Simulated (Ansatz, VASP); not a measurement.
## One calculation of Co, two programs

```
CELL_PARAMETERS angstrom
2.47283 0.00000 0.00000
-1.23641 2.14153 0.00000
0.00000 0.00000 4.01650
ATOMIC_POSITIONS crystal
Co 0.00000 0.00000 0.00000
Co 0.33333 0.66667 0.50000
```

Alike in both runs: functional r2SCAN; k mesh 18 × 18 × 10; occupations gaussian, width 0.1 eV; collinear spin.

Ansatz relaxed the structure, and its values are those at the end. VASP's run is a single point on that final structure, the one shown.

|  | VASP | Ansatz |
| --- | --- | --- |
| version | VASP 6.6.1 | Ansatz 0.2.0 |
| potentials or method | VASP PAW PBE potentials, release 64 (Co), cutoff 520 eV | scalar-relativistic, plane waves, PAW |
| valence electrons in the cell | 18 | 34 |

VASP gave:

| Property | Result |
| --- | --- |
| gap on the k mesh at the Fermi level (eV) | none |
| pressure (GPa) | -0.1 |
| net moment per atom (μB) | 1.75 |
| size of the moment on the site where the two differ most (μB) | 1.81 |

Q: Estimate Ansatz's values.

A: gap on the k mesh at the Fermi level (eV): none; pressure (GPa): 0.0; net moment per atom (μB): 1.76; size of the moment on the site where the two differ most (μB): 1.90.

VASP's potentials were made for PBE, not for r2SCAN. Site moments also hang on the region over which each program counts them. A gap of «none» marks a metal or a gap that the smearing closes. The functional is the same, so the differences come from potentials, cutoffs and numerics. VASP's potentials hold 18 valence electrons a cell and Ansatz's 34, so a difference there can come from the potentials and not from the codes.
